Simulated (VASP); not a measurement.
Set up this calculation in VASP 6.6.1, as the native input.

```
Task                   : single point
Functional             : PBEsol
Potentials or basis    : VASP PAW PBE potentials, release 64 (Ta_pv)
Cutoff                 : 520 eV
k mesh                 : 17 × 17 × 17
Occupations            : fermi-dirac, width 0.08 eV
Spin                   : no spin polarisation
Dipole correction      : no
Further INCAR settings : ALGO = Normal; EDIFF = 1e-06; NBANDS = 12
```

The structure of Ta lies in POSCAR:

```
Ta
1.0
   -1.6512800000      1.6512800000      1.6182544000
    1.6512800000     -1.6512800000      1.6182544000
    1.6512800000      1.6512800000     -1.6182544000
Ta
1
Direct
    0.0000000000      0.0000000000      0.0000000000
```

This cell differs from its parent crystal: zz strain of -2 %.

These files were run (other wordings do the same):

INCAR

```
SYSTEM = Ta
PREC = Accurate
ENCUT = 520
EDIFF = 1E-6
ISMEAR = -1
SIGMA = 0.08
LREAL = .FALSE.
LASPH = .TRUE.
NELM = 100
ALGO = Normal
ISIF = 2
LWAVE = .FALSE.
LCHARG = .TRUE.
GGA = PS
LELF = .TRUE.
LVHAR = .TRUE.
NBANDS = 12
```

KPOINTS

```
regular mesh
0
G
  17 17 17
  0 0 0
```

Potentials or basis: VASP PAW PBE potentials, release 64 (Ta_pv).

Command:

```bash
$ cat potpaw_PBE.64/Ta_pv/POTCAR > POTCAR
$ mpirun -np 1 vasp_std > vasp.out
```

Results of the run:

```
Pressure : 0.5 GPa
```

Caveat: the cell differs from its parent crystal (zz strain of -2 %); the PAW data sets were made with another functional, which shifts forces and pressure a little.

Wall time 2.1 min on 1 thread of AMD EPYC 7R13 (shared host), peak memory 0.18 GiB.
